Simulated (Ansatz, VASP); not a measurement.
**Ge: VASP beside Ansatz**

```
Ge
1.0
     0.00000    3.60446    3.89306
     1.73031    0.00000    3.89306
     1.73031    3.60446    0.00000
Ge
2
Direct
  0.25000 0.25000 0.25000
  0.00000 0.00000 0.00000
```

Alike in both runs: task single point; functional PBE; k mesh 6 × 6 × 6; occupations gaussian, width 0.1 eV; no spin polarisation.

|  | VASP | Ansatz |
| --- | --- | --- |
| version | VASP 6.6.1 | Ansatz 0.2.0 |
| potentials or method | VASP PAW PBE potentials, release 64 (Ge_d), cutoff 520 eV | scalar-relativistic, plane waves, PAW |
| valence electrons in the cell | 28 | 28 |

|  | VASP | Ansatz | Ansatz less VASP |
| --- | --- | --- | --- |
| gap on the k mesh at the Fermi level (eV) | none | none | - |
| pressure (GPa) | -7.6 | -7.6 | +0.04 |
| traceless stress, the component that is largest in VASP (GPa) | -2.85 | -2.86 | -0.010 |

A gap of «none» marks a metal or a gap that the smearing closes. The functional is the same, so the differences come from potentials, cutoffs and numerics.

The k mesh is coarse, so the values compare programs but aren't converged.
